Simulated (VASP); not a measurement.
# NiO in VASP: notebook

The runs below take NiO through single point, relaxation of cell and atoms, with RPBE+D4, PBE, BLYP, PBE+U.

All numbers are computed with VASP 6.6.1; they aren't measurements. Logs are shortened: lines on timing, memory, paths and dates and some standing lists are left out, and cuts for length are marked.

**Measured values to compare with.**

From “Local correlations, non-local screening, multiplets, and band formation in NiO”, 2012, arxiv:1210.6675, for a bulk crystal of NiO: band gap 4.3 eV.

The runs below are set against these values where they give the same quantity.

## (1) The cell of the first run

Symmetry: Fm-3m, No. 225, cubic system. The conventional cell has a = 4.227 Å, b = 4.227 Å, c = 4.227 Å, α = 90.00°, β = 90.00°, γ = 90.00°. Within 2.8 Å of Ni (site symmetry m-3m) lie 6 O at 2.11 Å. O (site symmetry m-3m) has 6 Ni at 2.11 Å within 2.8 Å.

## (2) Single point, RPBE+D4, collinear spin, ferromagnetic start

Input file INCAR:

```
SYSTEM = NiO
  ALGO = Normal
  EDIFF = 1E-6
  ENCUT = 600
  GGA = RP
  GGA_COMPAT = .False.
  ISIF = 2
  ISMEAR = -1
  ISPIN = 2
  IVDW = 13
  LASPH = .True.
  LCHARG = .True.
  LELF = .True.
  LMAXMIX = 4
  LORBIT = 11
  LREAL = .False.
  LVHAR = .True.
  LWAVE = .False.
  MAGMOM = 1 0
  NBANDS = 19
  NELM = 200
  PREC = Accurate
  SIGMA = 0.05
```

Input file KPOINTS:

```
k-points
0
Gamma
  11 11 11
  0 0 0
```

Input file POSCAR:

```
NiO
1.0
    0.0000000000      2.1133508634      2.1133508634
    2.1133508634      0.0000000000      2.1133508634
    2.1133508634      2.1133508634      0.0000000000
Ni O
1 1
Direct
    0.0000000000      0.0000000000      0.0000000000
    0.5000000000      0.5000000000      0.5000000000
```

Potentials or basis: VASP PAW PBE potentials, release 64 (Ni, O).

On the command line:

```sh
$ cat potpaw_PBE.64/Ni/POTCAR potpaw_PBE.64/O/POTCAR > POTCAR
$ mpirun -np 1 vasp_std > vasp.out
```

OUTCAR:

```text
SYSTEM = NiO
   EDIFF = 1E-6
   ENCUT = 600
   GGA = RP
   ISIF = 2
   ISMEAR = -1
   ISPIN = 2
   IVDW = 13
   LASPH = .True.
   LORBIT = 11
   LREAL = .False.
   NELM = 200
   PREC = Accurate

 ion  position               nearest neighbor table
   1  0.000  0.000  0.000-   2 2.11   2 2.11   2 2.11   2 2.11   2 2.11   2 2.11
   2  0.500  0.500  0.500-   1 2.11   1 2.11   1 2.11   1 2.11   1 2.11   1 2.11

  LATTYP: Found a face centered cubic cell.
 ALAT       =     4.2267017268

  Lattice vectors:

 A1 = (   0.0000000000,   2.1133508634,   2.1133508634)
 A2 = (   2.1133508634,   0.0000000000,   2.1133508634)
 A3 = (   2.1133508634,   2.1133508634,   0.0000000000)

Analysis of symmetry for initial positions (statically):
=====================================================================
 Subroutine PRICEL returns:
 Original cell was already a primitive cell.

 Routine SETGRP: Setting up the symmetry group for a
 face centered cubic supercell.

 Subroutine GETGRP returns: Found 48 space group operations
 (whereof 48 operations were pure point group operations)
 out of a pool of 48 trial point group operations.

The static configuration has the point symmetry O_h .

Analysis of symmetry for dynamics (positions and initial velocities):
=====================================================================
 Subroutine PRICEL returns:
 Original cell was already a primitive cell.

 Routine SETGRP: Setting up the symmetry group for a
 face centered cubic supercell.

 Subroutine GETGRP returns: Found 48 space group operations
 (whereof 48 operations were pure point group operations)
 out of a pool of 48 trial point group operations.

The dynamic configuration has the point symmetry O_h .

Analysis of structural, dynamic, and magnetic symmetry:
=====================================================================
 Subroutine PRICEL returns:
 Original cell was already a primitive cell.

 Routine SETGRP: Setting up the symmetry group for a
 face centered cubic supercell.

 Subroutine GETGRP returns: Found 48 space group operations
 (whereof 48 operations were pure point group operations)
 out of a pool of 48 trial point group operations.

The overall configuration has the point symmetry O_h .

 Subroutine INISYM returns: Found 48 space group operations
 (whereof 48 operations are pure point group operations),
 and found     1 'primitive' translations

----------------------------------------------------------------------------------------

                                     Primitive cell

  volume of cell :      18.8775

  direct lattice vectors                    reciprocal lattice vectors
     0.000000000  2.113350863  2.113350863    -0.236591097  0.236591097  0.236591097
     2.113350863  0.000000000  2.113350863     0.236591097 -0.236591097  0.236591097
     2.113350863  2.113350863  0.000000000     0.236591097  0.236591097 -0.236591097

  length of vectors
     2.988729453  2.988729453  2.988729453     0.409787801  0.409787801  0.409787801

  position of ions in fractional coordinates (direct lattice)
     0.000000000  0.000000000  0.000000000
     0.500000000  0.500000000  0.500000000

  ion indices of the primitive-cell ions
   primitive index   ion index
                 1           1
                 2           2

----------------------------------------------------------------------------------------

 KPOINTS: k-points

Automatic generation of k-mesh.
 Grid dimensions read from file:
 generate k-points for:   11   11   11

 Generating k-lattice:

  Cartesian coordinates                     Fractional coordinates (reciprocal lattice)
    -0.021508282  0.021508282  0.021508282     0.090909091  0.000000000  0.000000000
     0.021508282 -0.021508282  0.021508282     0.000000000  0.090909091  0.000000000
     0.021508282  0.021508282 -0.021508282     0.000000000  0.000000000  0.090909091

  Length of vectors
     0.037253436  0.037253436  0.037253436

  Shift w.r.t. Gamma in fractional coordinates (k-lattice)
     0.000000000  0.000000000  0.000000000

 Subroutine IBZKPT returns following result:
 ===========================================

 Found     56 irreducible k-points:

 Following reciprocal coordinates:
            Coordinates               Weight
  0.000000  0.000000  0.000000      1.000000
  0.090909  0.000000  0.000000      8.000000
  0.181818  0.000000  0.000000      8.000000
  0.272727  0.000000  0.000000      8.000000
  0.363636  0.000000  0.000000      8.000000
  0.454545  0.000000  0.000000      8.000000
[... 16 lines left out ...]
 -0.272727  0.181818  0.000000     24.000000
 -0.181818  0.181818  0.000000     12.000000
 [... further k-points ...]
   k-points           NKPTS =     56   k-points in BZ     NKDIM =     56   number of bands    NBANDS=     19
   number of dos      NEDOS =    301   number of ions     NIONS =      2
   total plane-waves  NPLWV =  13824
   dimension x,y,z NGX =    24 NGY =   24 NGZ =   24
   dimension x,y,z NGXF=    48 NGYF=   48 NGZF=   48
   ions per type =               1   1
   NGX,Y,Z   is equivalent  to a cutoff of  13.35, 13.35, 13.35 a.u.
   NGXF,Y,Z  is equivalent  to a cutoff of  26.70, 26.70, 26.70 a.u.
 SYSTEM =  NiO
   PREC   = accura    normal or accurate (medium, high low for compatibility)
   ISTART =      0    job   : 0-new  1-cont  2-samecut
   ICHARG =      2    charge: 1-file 2-atom 10-const
   ISPIN  =      2    spin polarized calculation?
   LNONCOLLINEAR =      F non collinear calculations
   LSORBIT =      F    spin-orbit coupling
   LASPH  =      T    aspherical Exc in radial PAW
   ENCUT  =  600.0 eV  44.10 Ry    6.64 a.u.   5.97  5.97  5.97*2*pi/ulx,y,z
   NELM   =    200;   NELMIN=  2; NELMDL= -5     # of ELM steps
   EDIFF  = 0.1E-05   stopping-criterion for ELM
   LREAL  =      F    real-space projection
   EDIFFG = 0.1E-04   stopping-criterion for IOM
   NSW    =      0    number of steps for IOM
   IBRION =     -1    ionic relax: 0-MD 1-quasi-New 2-CG
   NFREE  =      0    steps in history (QN), initial steepest desc. (CG)
   ISIF   =      2    stress and relaxation
   ISYM   =      2    0-nonsym 1-usesym 2-fastsym
   POTIM  = 0.5000    time-step for ionic-motion
   TEBEG  =    0.0;   TEEND  =   0.0 temperature during run
   PSTRESS=    0.0 pullay stress
   NELECT =      16.0000    total number of electrons
   NUPDOWN=      -1.0000    fix difference up-down
   EMIN   =  10.00;   EMAX   =-10.00  energy-range for DOS
   EFERMI =   0.00;   METHOD = LEGACY
   ISMEAR =    -1;   SIGMA  =   0.05  broadening in eV -4-tet -1-fermi 0-gaus
   EFERMI_NEDOS =   21; number of points for ismear=-14 and -15
   IALGO  =     38    algorithm
   IMIX   =      4    mixing-type and parameters
     AMIX     =   0.40;   BMIX     =  1.00
     AMIX_MAG =   1.60;   BMIX_MAG =  1.00
  volume/ion in A,a.u.               =       9.44        63.70
  Fermi-wavevector in a.u.,A,eV,Ry     =   1.549292  2.927737 32.658133  2.400305
  Thomas-Fermi vector in A             =   2.654120
   LORBIT       =     11    0 simple, 1 ext, 2 COOP (PROOUT), +10 PAW based schemes
   GGA     = RP    functional components
   LHFCALC =     F    Hartree Fock is set to
   AEXX    =    0.0000 exact exchange contribution
   IVDW    =    13    specifies the selected vdW correction
   LEPSILON=     F    determine dielectric tensor
   LRPA    =     F    only Hartree local field effects (RPA)
 spin polarized calculation
  energy-cutoff  :      600.00
  volume of cell :       18.88
 maximum number of plane-waves:       641
   NGX = 11   NGY = 11   NGZ = 11

 number of electron      16.0000016 magnetization       1.8687742

 Free energy of the ion-electron system (eV)
  ---------------------------------------------------
  ext. energy  EPLUGINS =         0.00000000
  ---------------------------------------------------
  free energy    TOTEN  =       -10.62365229 eV

  energy without entropy =      -10.61662717  energy(sigma->0) =      -10.62013973

 E-fermi :   7.5304     XC(G=0): -12.2829

 val. band max:        7.5218511936   @ k =   0.2727   0.1818   0.0909
 cond. band min:       7.5345531545   @ k =   0.1818   0.0909   0.0000
 fundamental gap:      0.0127019610
 Fermi energy:         7.5304096485

 spin component 1

 k-point     1 :       0.0000    0.0000    0.0000
  band No.  band energies     occupation
      1     -12.5394      1.00000
      2       4.3068      1.00000
      3       4.3068      1.00000
      4       4.7311      1.00000
      5       4.7311      1.00000
      6       4.7311      1.00000
[... 11 lines left out ...]
     18      33.0531      0.00000
     19      33.0532      0.00000
[... 485 lines left out ...]
 k-point    24 :      -0.1818    0.1818    0.0000
  band No.  band energies     occupation
      1     -11.7817      1.00000
      2       1.2030      1.00000
      3       2.2085      1.00000
      4       2.9448      1.00000
      5       4.8826      1.00000
      6       5.1787      1.00000
[... 11 lines left out ...]
     18      37.9261      0.00000
     19      39.0993      0.00000

 [... further k-points ...]

 spin component 2

 k-point     1 :       0.0000    0.0000    0.0000
  band No.  band energies     occupation
      1     -12.0609      1.00000
      2       5.2889      1.00000
      3       5.2889      1.00000
      4       5.2889      1.00000
      5       5.7374      1.00000
      6       5.7374      1.00000
[... 11 lines left out ...]
     18      33.6600      0.00000
     19      33.6603      0.00000
[... 485 lines left out ...]
 k-point    24 :      -0.1818    0.1818    0.0000
  band No.  band energies     occupation
      1     -11.2711      1.00000
      2       1.8170      1.00000
      3       3.4948      1.00000
      4       3.5679      1.00000
      5       6.0678      1.00000
      6       6.5977      1.00000
[... 11 lines left out ...]
     18      38.3497      0.00000
     19      39.2492      0.00000

 [... further k-points ...]

------------------------ aborting loop because EDIFF is reached ----------------------------------------

  DFT-D4 for vdW energy calculation

  Edisp (eV):   -1.45040

  FORCE on cell =-STRESS in cart. coord.  units (eV):
  Direction    XX          YY          ZZ          XY          YZ          ZX
  --------------------------------------------------------------------------------------
  -------------------------------------------------------------------------------------
  Total      -0.23959    -0.23959    -0.23959    -0.00000     0.00000     0.00000
  in kB     -20.33418   -20.33418   -20.33418    -0.00000     0.00000     0.00000
  external pressure =      -20.33 kB  Pullay stress =        0.00 kB

 VOLUME and BASIS-vectors are now :
 -----------------------------------------------------------------------------
  energy-cutoff  :      600.00
  volume of cell :       18.88
      direct lattice vectors                 reciprocal lattice vectors
     0.000000000  2.113350863  2.113350863    -0.236591097  0.236591097  0.236591097
     2.113350863  0.000000000  2.113350863     0.236591097 -0.236591097  0.236591097
     2.113350863  2.113350863  0.000000000     0.236591097  0.236591097 -0.236591097

 POSITION                                       TOTAL-FORCE (eV/Angst)
 -----------------------------------------------------------------------------------
      0.00000      0.00000      0.00000         0.000000      0.000000      0.000000
      2.11335      2.11335      2.11335        -0.000000     -0.000000     -0.000000
 -----------------------------------------------------------------------------------
    total drift:                                0.000000     -0.000000     -0.000000

  FREE ENERGIE OF THE ION-ELECTRON SYSTEM (eV)
  ---------------------------------------------------
  free  energy   TOTEN  =       -12.0740517760 eV

  energy  without entropy=      -12.0670266615  energy(sigma->0) =      -12.07053922

 total charge

# of ion       s       p       d       tot
------------------------------------------
    1        0.318   0.376   8.203   8.898
    2        1.557   3.425   0.000   4.983
--------------------------------------------------
tot          1.876   3.802   8.203  13.880

 magnetization (x)

# of ion       s       p       d       tot
------------------------------------------
    1        0.011   0.013   1.509   1.533
    2        0.027   0.264   0.000   0.291
--------------------------------------------------
tot          0.038   0.278   1.509   1.824
```

Wall time 49 s (1 thread of Intel Xeon Platinum 8488C (Sapphire Rapids), shared host); peak memory 0.17 GiB.

Results:

```
Free energy                                           : -12.0741 eV
Pressure                                              : -2.0 GPa
Net moment                                            : 1.87 μB per cell
Site moments                                          : Ni +1.53; O +0.29 μB
Valence electrons inside the program's atomic spheres : Ni 8.90; O 4.98
Dispersion energy per atom                            : -0.725 eV
```

Levels at points of the mesh, in eV from the Fermi level:
Spin up:
| k point | band 6 | band 7 | band 8 | band 9 | band 10 | band 11 | band 12 | band 13 |
| --- | --- | --- | --- | --- | --- | --- | --- | --- |
| (0.00, 0.00, 0.00) | -2.80 | -2.65 | -2.65 | -2.65 | 1.41 | 17.83 | 18.71 | 18.71 |
Spin down:
| k point | band 4 | band 5 | band 6 | band 7 | band 8 | band 9 | band 10 | band 11 |
| --- | --- | --- | --- | --- | --- | --- | --- | --- |
| (0.00, 0.00, 0.00) | -2.24 | -1.79 | -1.79 | -1.79 | -0.41 | -0.41 | 1.77 | 17.72 |

Caveat: the PAW data sets were made with another functional, which shifts forces and pressure a little; a cell with one magnetic atom can't hold antiferromagnetic order, which such compounds often take; semilocal functionals often make such compounds metallic where correlation or magnetic order opens a gap, which also shifts bond lengths; pairwise dispersion overbinds metals, which lowers pressure and volume.

## (3) Single point, RPBE+D4, collinear spin, ferromagnetic start

This run uses another cell than the first one, of 9.62 Å³/atom, 1.019 times its volume.

Input file INCAR:

```
  PREC = Accurate
  ENCUT = 600
  EDIFF = 1E-6
  ISMEAR = -1
  SIGMA = 0.05
  LREAL = F
  LASPH = T
  NELM = 200
  ALGO = Normal
  ISIF = 2
  LWAVE = F
  LCHARG = F
  ISPIN = 2
  MAGMOM = 1 0
  LORBIT = 11
  LMAXMIX = 4
  GGA = RP
  IVDW = 13
  NBANDS = 19
  GGA_COMPAT = F
```

Input file KPOINTS:

```
Automatic mesh
0
Gamma
  11 11 11
```

Input file POSCAR:

```
NiO
1.0
    0.0000000000      2.1268120599      2.1268120599
    2.1268120599      0.0000000000      2.1268120599
    2.1268120599      2.1268120599      0.0000000000
Ni O
1 1
Direct
    0.0000000000      0.0000000000      0.0000000000
    0.5000000000      0.5000000000      0.5000000000
```

Potentials or basis: VASP PAW PBE potentials, release 64 (Ni, O).

On the command line:

```sh
$ cat potpaw_PBE.64/Ni/POTCAR potpaw_PBE.64/O/POTCAR > POTCAR
$ mpirun -np 1 vasp_std > vasp.out
```

Run time: 47 s. Hardware: 1 thread of Intel Xeon Platinum 8488C (Sapphire Rapids), shared host; peak memory 0.17 GiB.

Results (log left out):

- Free energy: -12.0616 eV
- Pressure: -7.6 GPa
- Net moment: 1.90 μB per cell
- Site moments: Ni +1.55; O +0.30 μB
- Valence electrons inside the program's atomic spheres: Ni 8.87; O 4.97
- Dispersion energy per atom: -0.715 eV

Levels at points of the mesh, in eV from the Fermi level:
Spin up:
```
           k point  band 5  band 6  band 7  band 8  band 9  band 10  band 11  band 12  band 13  band 14
(0.00, 0.00, 0.00)   -2.71   -2.71   -2.62   -2.62   -2.62     1.33    17.78    18.58    18.58    18.58
```
Spin down:
| k point | band 3 | band 4 | band 5 | band 6 | band 7 | band 8 | band 9 | band 10 | band 11 | band 12 |
| --- | --- | --- | --- | --- | --- | --- | --- | --- | --- | --- |
| (0.00, 0.00, 0.00) | -2.14 | -2.14 | -1.75 | -1.75 | -1.75 | -0.36 | -0.35 | 1.69 | 17.67 | 18.76 |

Caveat: the PAW data sets were made with another functional, which shifts forces and pressure a little; a cell with one magnetic atom can't hold antiferromagnetic order, which such compounds often take; semilocal functionals often make such compounds metallic where correlation or magnetic order opens a gap, which also shifts bond lengths; pairwise dispersion overbinds metals, which lowers pressure and volume.

## (4) Single point, PBE, collinear spin, ferromagnetic start

This run uses another cell than the first one, of 9.08 Å³/atom, 0.962 times its volume.

Input file INCAR:

```
PREC     = Accurate       # precision mode
ENCUT    = 600            # plane-wave cutoff, eV
EDIFF    = 1E-6           # SCF threshold, eV
ISMEAR   = -1             # smearing method
SIGMA    = 0.05           # smearing width, eV
LREAL    = False          # projectors in reciprocal space
LASPH    = True           # aspherical terms in the spheres
NELM     = 200            # most SCF steps
ALGO     = Normal         # electronic algorithm
ISIF     = 2              # what is computed and relaxed
LWAVE    = False          # write WAVECAR
LCHARG   = False          # write CHGCAR
ISPIN    = 2              # spin polarisation
MAGMOM   = 1 0            # initial moments
LORBIT   = 11             # projections on sites
LMAXMIX  = 4              # l up to which the mixer works
GGA      = PE             # functional
NBANDS   = 19             # bands
GGA_COMPAT= False
```

Input file KPOINTS:

```
Automatic mesh
0
Gamma
  19 19 19
```

Input file POSCAR:

```
NiO
1.0
    0.0000000000      2.0859016414      2.0859016414
    2.0859016414      0.0000000000      2.0859016414
    2.0859016414      2.0859016414      0.0000000000
Ni O
1 1
Direct
    0.0000000000      0.0000000000      0.0000000000
    0.5000000000      0.5000000000      0.5000000000
```

On the command line:

```sh
$ cat potpaw_PBE.64/Ni/POTCAR potpaw_PBE.64/O/POTCAR > POTCAR
$ mpirun -np 1 vasp_std > vasp.out
```

Wall time 2.6 min (1 thread of Intel Xeon Platinum 8488C (Sapphire Rapids), shared host); peak memory 0.26 GiB.

The run converged. Its results:

```yaml
Free_energy: -11.4766 eV
Pressure: 5.0 GPa
Net_moment: 1.68 μB per cell
Site_moments: Ni +1.39; O +0.25 μB
Valence_electrons_inside_the_program's_atomic_spheres: Ni 8.99; O 4.98
```

Levels at points of the mesh, in eV from the Fermi level:
Spin up:
```
           k point  band 7  band 8  band 9  band 10  band 11  band 12
(0.00, 0.00, 0.00)   -2.65   -2.65   -2.65     1.53    17.84    18.94
```
Spin down:
| k point | band 3 | band 4 | band 5 | band 6 | band 7 | band 8 | band 9 | band 10 | band 11 | band 12 |
| --- | --- | --- | --- | --- | --- | --- | --- | --- | --- | --- |
| (0.00, 0.00, 0.00) | -2.56 | -2.56 | -1.86 | -1.86 | -1.86 | -0.65 | -0.65 | 1.87 | 17.79 | 19.14 |

Caveat: a cell with one magnetic atom can't hold antiferromagnetic order, which such compounds often take; semilocal functionals often make such compounds metallic where correlation or magnetic order opens a gap, which also shifts bond lengths. With open d or f shells a metallic result of PBE can be an artefact of self-interaction; +U or a hybrid may open a gap.

(Part 1 of 2 ends here.)
